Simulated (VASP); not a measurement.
# Pb (Cmce) in VASP: further runs

Runs on Pb. Level: r2SCAN. Tasks: single point.

Everything below comes from runs of VASP 6.6.1. Logs are shortened: lines on timing, memory, paths and dates and some standing lists are left out, and cuts for length are marked.

**1. The cell of the first run**

Symmetry: Cmce, No. 64, orthorhombic system. Conventional cell: a = 5.363 Å, b = 9.089 Å, c = 5.370 Å, α = 90.00°, β = 90.00°, γ = 90.00°. Pb (site symmetry m) has 7 Pb at 2.90 to 3.32 Å within 3.8 Å.

**2. Single point, r2SCAN**

File POSCAR:

```
Pb
1.0
    2.6813915012     -4.5444613361      0.0000000000
    2.6813915012      4.5444613361      0.0000000000
    0.0000000000      0.0000000000      5.3699164181
Pb
4
Direct
    0.1525000000      0.8475000000      0.0785000000
    0.6525000000      0.3475000000      0.4215000000
    0.8475000000      0.1525000000      0.9215000000
    0.3475000000      0.6525000000      0.5785000000
```

File INCAR.step1:

```
PREC = Accurate ; ENCUT = 520
ISMEAR = 0 ; SIGMA = 0.1
LREAL = F ; LASPH = T
NELM = 60 ; NBANDS = 36
GGA = PE ; ALGO = Normal
EDIFF = 1E-4 ; LWAVE = T
LCHARG = F
```

File INCAR.step2:

```
PREC = Accurate ; ENCUT = 520
EDIFF = 1E-7 ; ISMEAR = 0
SIGMA = 0.1 ; LREAL = F
LASPH = T ; NELM = 60
ALGO = Normal ; ISIF = 2
LWAVE = F ; LCHARG = F
METAGGA = R2SCAN ; LMIXTAU = T
NBANDS = 36 ; ISTART = 1
```

File KPOINTS:

```
regular mesh
0
Gamma
  4 4 4
```

Potentials or basis: VASP PAW PBE potentials, release 64 (Pb_d).

On the command line:

```console
$ cat potpaw_PBE.64/Pb_d/POTCAR > POTCAR
$ cp INCAR.step1 INCAR
$ mpirun -np 1 vasp_std > vasp.out
$ cp INCAR.step2 INCAR
$ mpirun -np 1 vasp_std > vasp.out
```

OUTCAR:

```text
PREC = Accurate
   ENCUT = 520
   EDIFF = 1E-7
   ISMEAR = 0
   LREAL = F
   LASPH = T
   NELM = 60
   ISIF = 2
   METAGGA = R2SCAN
   ISTART = 1

 ion  position               nearest neighbor table
   1  0.153  0.847  0.078-   3 2.90   4 3.22   4 3.22   2 3.25   2 3.25   3 3.32   3 3.32
   2  0.653  0.347  0.422-   4 2.90   3 3.22   3 3.22   1 3.25   1 3.25   4 3.32   4 3.32
   3  0.847  0.153  0.922-   1 2.90   2 3.22   2 3.22   4 3.25   4 3.25   1 3.32   1 3.32
   4  0.347  0.653  0.578-   2 2.90   1 3.22   1 3.22   3 3.25   3 3.25   2 3.32   2 3.32

  LATTYP: Found a base centered orthorhombic cell.
 ALAT       =     5.3627830024
 B/A-ratio  =     1.6948145521
 C/A-ratio  =     1.0013301705

  Lattice vectors:

 A1 = (   2.6813915012,  -4.5444613361,   0.0000000000)
 A2 = (   2.6813915012,   4.5444613361,   0.0000000000)
 A3 = (   0.0000000000,   0.0000000000,   5.3699164181)

Analysis of symmetry for initial positions (statically):
=====================================================================
 Subroutine PRICEL returns:
 Original cell was already a primitive cell.

 Routine SETGRP: Setting up the symmetry group for a
 base centered orthorhombic supercell.

 Subroutine GETGRP returns: Found  8 space group operations
 (whereof  4 operations were pure point group operations)
 out of a pool of  8 trial point group operations.

The static configuration has the point symmetry C_2h.
 The point group associated with its full space group is D_2h.

Analysis of symmetry for dynamics (positions and initial velocities):
=====================================================================
 Subroutine PRICEL returns:
 Original cell was already a primitive cell.

 Routine SETGRP: Setting up the symmetry group for a
 base centered orthorhombic supercell.

 Subroutine GETGRP returns: Found  8 space group operations
 (whereof  4 operations were pure point group operations)
 out of a pool of  8 trial point group operations.

The dynamic configuration has the point symmetry C_2h.
 The point group associated with its full space group is D_2h.

 Subroutine INISYM returns: Found  8 space group operations
 (whereof  4 operations are pure point group operations),
 and found     1 'primitive' translations

----------------------------------------------------------------------------------------

                                     Primitive cell

  volume of cell :     130.8700

  direct lattice vectors                    reciprocal lattice vectors
     2.681391501 -4.544461336  0.000000000     0.186470346 -0.110024041  0.000000000
     2.681391501  4.544461336  0.000000000     0.186470346  0.110024041  0.000000000
     0.000000000  0.000000000  5.369916418     0.000000000  0.000000000  0.186222638

  length of vectors
     5.276550883  5.276550883  5.369916418     0.216509767  0.216509767  0.186222638

  position of ions in fractional coordinates (direct lattice)
     0.152500000  0.847500000  0.078500000
     0.652500000  0.347500000  0.421500000
     0.847500000  0.152500000  0.921500000
     0.347500000  0.652500000  0.578500000

  ion indices of the primitive-cell ions
   primitive index   ion index
                 1           1
                 2           2
                 3           3
                 4           4

----------------------------------------------------------------------------------------

 KPOINTS: regular mesh

Automatic generation of k-mesh.
 Grid dimensions read from file:
 generate k-points for:    4    4    4

 Generating k-lattice:

  Cartesian coordinates                     Fractional coordinates (reciprocal lattice)
     0.046617586 -0.027506010  0.000000000     0.250000000 -0.000000000  0.000000000
     0.046617586  0.027506010  0.000000000    -0.000000000  0.250000000  0.000000000
     0.000000000  0.000000000  0.046555659     0.000000000  0.000000000  0.250000000

  Length of vectors
     0.054127442  0.054127442  0.046555659

  Shift w.r.t. Gamma in fractional coordinates (k-lattice)
     0.000000000  0.000000000  0.000000000

 Subroutine IBZKPT returns following result:
 ===========================================

 Found     21 irreducible k-points:

 Following reciprocal coordinates:
            Coordinates               Weight
  0.000000  0.000000  0.000000      1.000000
  0.250000  0.000000  0.000000      4.000000
  0.500000  0.000000  0.000000      2.000000
  0.250000  0.250000  0.000000      2.000000
  0.500000  0.250000  0.000000      4.000000
 -0.250000  0.250000  0.000000      2.000000
[... 13 lines left out ...]
 -0.250000  0.250000  0.500000      2.000000
  0.500000  0.500000  0.500000      1.000000
   k-points           NKPTS =     21   k-points in BZ     NKDIM =     21   number of bands    NBANDS=     36
   number of dos      NEDOS =    301   number of ions     NIONS =      4
   total plane-waves  NPLWV =  64000
   dimension x,y,z NGX =    40 NGY =   40 NGZ =   40
   dimension x,y,z NGXF=    80 NGYF=   80 NGZF=   80
   ions per type =               4
   NGX,Y,Z   is equivalent  to a cutoff of  12.60, 12.60, 12.38 a.u.
   NGXF,Y,Z  is equivalent  to a cutoff of  25.21, 25.21, 24.77 a.u.
 SYSTEM =  unknown system
   PREC   = accura    normal or accurate (medium, high low for compatibility)
   ISTART =      1    job   : 0-new  1-cont  2-samecut
   ICHARG =      0    charge: 1-file 2-atom 10-const
   ISPIN  =      1    spin polarized calculation?
   LNONCOLLINEAR =      F non collinear calculations
   LSORBIT =      F    spin-orbit coupling
   LASPH  =      T    aspherical Exc in radial PAW
   ENCUT  =  520.0 eV  38.22 Ry    6.18 a.u.   9.81  9.81  9.98*2*pi/ulx,y,z
   NELM   =     60;   NELMIN=  2; NELMDL=  0     # of ELM steps
   EDIFF  = 0.1E-06   stopping-criterion for ELM
   LREAL  =      F    real-space projection
   EDIFFG = 0.1E-05   stopping-criterion for IOM
   NSW    =      0    number of steps for IOM
   IBRION =     -1    ionic relax: 0-MD 1-quasi-New 2-CG
   NFREE  =      0    steps in history (QN), initial steepest desc. (CG)
   ISIF   =      2    stress and relaxation
   ISYM   =      2    0-nonsym 1-usesym 2-fastsym
   POTIM  = 0.5000    time-step for ionic-motion
   TEBEG  =    0.0;   TEEND  =   0.0 temperature during run
   PSTRESS=    0.0 pullay stress
   NELECT =      56.0000    total number of electrons
   NUPDOWN=      -1.0000    fix difference up-down
   EMIN   =  10.00;   EMAX   =-10.00  energy-range for DOS
   EFERMI =   0.00;   METHOD = LEGACY
   ISMEAR =     0;   SIGMA  =   0.10  broadening in eV -4-tet -1-fermi 0-gaus
   EFERMI_NEDOS =   21; number of points for ismear=-14 and -15
   IALGO  =     38    algorithm
   IMIX   =      4    mixing-type and parameters
     AMIX     =   0.40;   BMIX     =  1.00
     AMIX_MAG =   1.60;   BMIX_MAG =  1.00
  volume/ion in A,a.u.               =      32.72       220.79
  Fermi-wavevector in a.u.,A,eV,Ry     =   1.233647  2.331254 20.706490  1.521884
  Thomas-Fermi vector in A             =   2.368369
   LORBIT       =      0    0 simple, 1 ext, 2 COOP (PROOUT), +10 PAW based schemes
   METAGGA = R2SCAN    functional components
   LHFCALC =     F    Hartree Fock is set to
   AEXX    =    0.0000 exact exchange contribution
   IVDW    =     0    specifies the selected vdW correction
   LEPSILON=     F    determine dielectric tensor
   LRPA    =     F    only Hartree local field effects (RPA)
 non-spin polarized calculation
 Gauss-broadening in eV      SIGMA  =   0.10
  energy-cutoff  :      520.00
  volume of cell :      130.87
 maximum number of plane-waves:      3538
   NGX = 19   NGY = 19   NGZ = 19

 number of electron      55.9999994 magnetization

 Free energy of the ion-electron system (eV)
  ---------------------------------------------------
  ext. energy  EPLUGINS =         0.00000000
  ---------------------------------------------------
  free energy    TOTEN  =      -224.44456686 eV

  energy without entropy =     -224.43724407  energy(sigma->0) =     -224.44090546

 E-fermi :   6.4416     XC(G=0): -10.3266

 val. band max:        6.3902738048   @ k =   0.2500   0.2500   0.5000
 cond. band min:       6.5126764830   @ k =   0.0000   0.0000   0.5000
 fundamental gap:      0.1224026782
 Fermi energy:         6.4415592184

 k-point     1 :       0.0000    0.0000    0.0000
  band No.  band energies     occupation
      1     -11.6626      2.00000
      2     -11.6198      2.00000
      3     -11.5839      2.00000
      4     -11.5489      2.00000
      5     -11.4410      2.00000
      6     -11.3915      2.00000
[... 28 lines left out ...]
     35      10.9096      0.00000
     36      11.1536      0.00000

 k-point     2 :       0.2500    0.0000    0.0000
  band No.  band energies     occupation
      1     -11.6718      2.00000
      2     -11.6454      2.00000
      3     -11.5554      2.00000
      4     -11.5327      2.00000
      5     -11.4305      2.00000
      6     -11.3889      2.00000
[... 28 lines left out ...]
     35      10.5476      0.00000
     36      11.9980      0.00000

 k-point     3 :       0.5000    0.0000    0.0000
  band No.  band energies     occupation
      1     -11.6741      2.00000
      2     -11.6741      2.00000
      3     -11.5002      2.00000
      4     -11.5002      2.00000
      5     -11.4564      2.00000
      6     -11.4564      2.00000
[... 28 lines left out ...]
     35      12.7412      0.00000
     36      12.7412      0.00000

 k-point     4 :       0.2500    0.2500    0.0000
  band No.  band energies     occupation
      1     -11.7312      2.00000
      2     -11.6165      2.00000
      3     -11.5486      2.00000
      4     -11.4708      2.00000
      5     -11.4606      2.00000
      6     -11.4326      2.00000
[... 28 lines left out ...]
     35      12.5003      0.00000
     36      12.5342      0.00000

 k-point     5 :       0.5000    0.2500    0.0000
  band No.  band energies     occupation
      1     -11.7466      2.00000
      2     -11.6041      2.00000
      3     -11.5359      2.00000
      4     -11.5240      2.00000
      5     -11.4732      2.00000
      6     -11.4499      2.00000
[... 538 lines left out ...]
 k-point    19 :       0.5000    0.2500    0.5000
  band No.  band energies     occupation
      1     -11.6815      2.00000
      2     -11.6815      2.00000
      3     -11.5301      2.00000
      4     -11.5301      2.00000
      5     -11.4729      2.00000
      6     -11.4729      2.00000
[... 28 lines left out ...]
     35      12.9744      0.00000
     36      12.9744      0.00000

 k-point    20 :      -0.2500    0.2500    0.5000
  band No.  band energies     occupation
      1     -11.6660      2.00000
      2     -11.6660      2.00000
      3     -11.5268      2.00000
      4     -11.5268      2.00000
      5     -11.4680      2.00000
      6     -11.4680      2.00000
[... 28 lines left out ...]
     35      12.3022      0.00000
     36      12.3022      0.00000

 k-point    21 :       0.5000    0.5000    0.5000
  band No.  band energies     occupation
      1     -11.6868      2.00000
      2     -11.6868      2.00000
      3     -11.5386      2.00000
      4     -11.5386      2.00000
      5     -11.4913      2.00000
      6     -11.4913      2.00000
[... 28 lines left out ...]
     35      13.4605      0.00000
     36      13.4605      0.00000

------------------------ aborting loop because EDIFF is reached ----------------------------------------

  FORCE on cell =-STRESS in cart. coord.  units (eV):
  Direction    XX          YY          ZZ          XY          YZ          ZX
  --------------------------------------------------------------------------------------
  -------------------------------------------------------------------------------------
  Total        2.8428150      6.2749555      2.6281168      0.0000000     -0.0000000      0.0000000
  in kB       34.8031867     76.8211970     32.1747426      0.0000000     -0.0000000      0.0000000
  external PRESSURE =      47.9330421 kB  Pullay stress =       0.0000000 kB

 VOLUME and BASIS-vectors are now :
 -----------------------------------------------------------------------------
  energy-cutoff  :      520.00
  volume of cell :      130.87
      direct lattice vectors                 reciprocal lattice vectors
     2.681391501 -4.544461336  0.000000000     0.186470346 -0.110024041  0.000000000
     2.681391501  4.544461336  0.000000000     0.186470346  0.110024041  0.000000000
     0.000000000  0.000000000  5.369916418     0.000000000  0.000000000  0.186222638

 POSITION                                       TOTAL-FORCE (eV/Angst)
 -----------------------------------------------------------------------------------
      2.68139      3.15840      0.42154         0.000000     -0.772428      0.273283
      2.68139     -1.38606      2.26342         0.000000     -0.772428     -0.273283
      2.68139     -3.15840      4.94838         0.000000      0.772428     -0.273283
      2.68139      1.38606      3.10650         0.000000      0.772428      0.273283
 -----------------------------------------------------------------------------------
    total drift:                                0.000000      0.000000      0.000000

  FREE ENERGIE OF THE ION-ELECTRON SYSTEM (eV)
  ---------------------------------------------------
  free  energy   TOTEN  =      -224.4445668565 eV

  energy  without entropy=     -224.4372440713  energy(sigma->0) =     -224.44090546
```

Wall time 3.1 min (1 thread of Intel Xeon Platinum 8488C (Sapphire Rapids), shared host); peak memory 0.28 GiB.

What came out:

* Free energy: -224.4446 eV
* Pressure: 4.8 GPa
* Largest force: 0.819 eV/Å
* Band gap on the k mesh: zero (bands 28 and 29 overlap by 1.21 eV)

Forces in eV/Å, atoms in the order of the input:
```
Pb   0.000 -0.772  0.273
Pb   0.000 -0.772 -0.273
Pb   0.000  0.772 -0.273
Pb   0.000  0.772  0.273
```

Levels at points of the mesh, in eV from the Fermi level:
| k point | band 25 | band 26 | band 27 | band 28 | band 29 | band 30 | band 31 | band 32 |
| --- | --- | --- | --- | --- | --- | --- | --- | --- |
| (0.00, 0.00, 0.00) | -2.73 | -2.41 | -2.03 | -0.53 | -0.45 | 1.30 | 2.67 | 3.27 |
| (0.50, 0.00, 0.00) | -2.62 | -2.62 | -1.27 | -1.27 | 0.69 | 0.69 | 2.73 | 2.73 |
| (0.50, 0.50, 0.00) | -3.97 | -2.69 | -0.58 | -0.37 | -0.13 | 1.31 | 1.34 | 1.95 |
| (0.00, 0.00, 0.50) | -2.05 | -2.05 | -1.44 | -1.44 | 0.07 | 0.07 | 1.66 | 1.66 |
| (0.50, 0.00, 0.50) | -2.93 | -2.93 | -1.96 | -1.96 | 3.41 | 3.41 | 3.45 | 3.45 |
| (0.50, 0.50, 0.50) | -2.68 | -2.68 | -2.35 | -2.35 | 2.22 | 2.22 | 3.57 | 3.57 |

Caveat: the cell stands under pressure; the PAW data sets were made with another functional, which shifts forces and pressure a little; spin-orbit coupling is left out, which moves the levels of the heavy elements.

**3. Single point, r2SCAN**

This run uses another cell than the first one, of 36.40 Å³/atom.

File POSCAR:

```
Pb
1.0
    2.7775168938     -4.7784520642      0.0000000000
    2.7775168938      4.7784520642      0.0000000000
    0.0000000000      0.0000000000      5.4851312584
Pb
4
Direct
    0.1591069068      0.8408930932      0.0899945406
    0.6591069068      0.3408930932      0.4100054594
    0.8408930932      0.1591069068      0.9100054594
    0.3408930932      0.6591069068      0.5899945406
```

File INCAR.step1:

```
SYSTEM = Pb
PREC = Accurate
ENCUT = 520
ISMEAR = 0
SIGMA = 0.1
LREAL = .FALSE.
LASPH = .TRUE.
NELM = 100
NBANDS = 36
GGA = PE
ALGO = Normal
EDIFF = 1E-4
LWAVE = .TRUE.
LCHARG = .FALSE.
```

File INCAR.step2:

```
SYSTEM = Pb
PREC = Accurate
ENCUT = 520
EDIFF = 1E-6
ISMEAR = 0
SIGMA = 0.1
LREAL = .FALSE.
LASPH = .TRUE.
NELM = 100
ALGO = Normal
ISIF = 2
LWAVE = .FALSE.
LCHARG = .FALSE.
METAGGA = R2SCAN
LMIXTAU = .TRUE.
NBANDS = 36
ISTART = 1
```

File KPOINTS:

```
Automatic mesh
0
G
  4 4 4
  0 0 0
```

Potentials or basis: VASP PAW PBE potentials, release 64 (Pb_d).

On the command line:

```console
$ cat potpaw_PBE.64/Pb_d/POTCAR > POTCAR
$ cp INCAR.step1 INCAR
$ mpirun -np 1 vasp_std > vasp.out
$ cp INCAR.step2 INCAR
$ mpirun -np 1 vasp_std > vasp.out
```

It took 3.9 min on 1 thread of Intel Xeon Platinum 8488C (Sapphire Rapids), shared host; peak memory 0.31 GiB.

It converged, with:

```yaml
Free_energy: -224.7677 eV
Pressure: 0.0 GPa
Largest_force: 0.021 eV/Å
Band_gap_on_the_k_mesh: zero (bands 28 and 29 overlap by 1.08 eV)
```

Forces on the atoms (eV/Å):
```
Pb   0.000  0.019  0.008
Pb   0.000  0.019 -0.008
Pb   0.000 -0.019 -0.008
Pb   0.000 -0.019  0.008
```

Levels at points of the mesh, in eV from the Fermi level:
| k point | band 24 | band 25 | band 26 | band 27 | band 28 | band 29 | band 30 | band 31 | band 32 | band 33 |
| --- | --- | --- | --- | --- | --- | --- | --- | --- | --- | --- |
| (0.00, 0.00, 0.00) | -6.94 | -2.72 | -1.87 | -1.69 | -0.45 | -0.12 | 1.10 | 2.66 | 2.69 | 3.53 |
| (0.50, 0.00, 0.00) | -7.22 | -2.37 | -2.37 | -0.98 | -0.98 | 0.85 | 0.85 | 2.55 | 2.55 | 3.74 |
| (0.50, 0.50, 0.00) | -6.27 | -3.55 | -2.46 | -0.25 | -0.25 | 0.05 | 0.99 | 1.56 | 1.73 | 4.40 |
| (0.00, 0.00, 0.50) | -6.32 | -1.53 | -1.53 | -1.45 | -1.45 | -0.10 | -0.10 | 1.86 | 1.86 | 2.61 |
| (0.50, 0.00, 0.50) | -8.43 | -2.48 | -2.48 | -1.66 | -1.66 | 3.06 | 3.06 | 3.37 | 3.37 | 4.71 |
| (0.50, 0.50, 0.50) | -7.82 | -2.49 | -2.49 | -2.06 | -2.06 | 1.99 | 1.99 | 3.22 | 3.22 | 5.06 |

Caveat: the PAW data sets were made with another functional, which shifts forces and pressure a little; spin-orbit coupling is left out, which moves the levels of the heavy elements.

The gap in the log of VASP goes by the Fermi energy; the results here count the filled bands.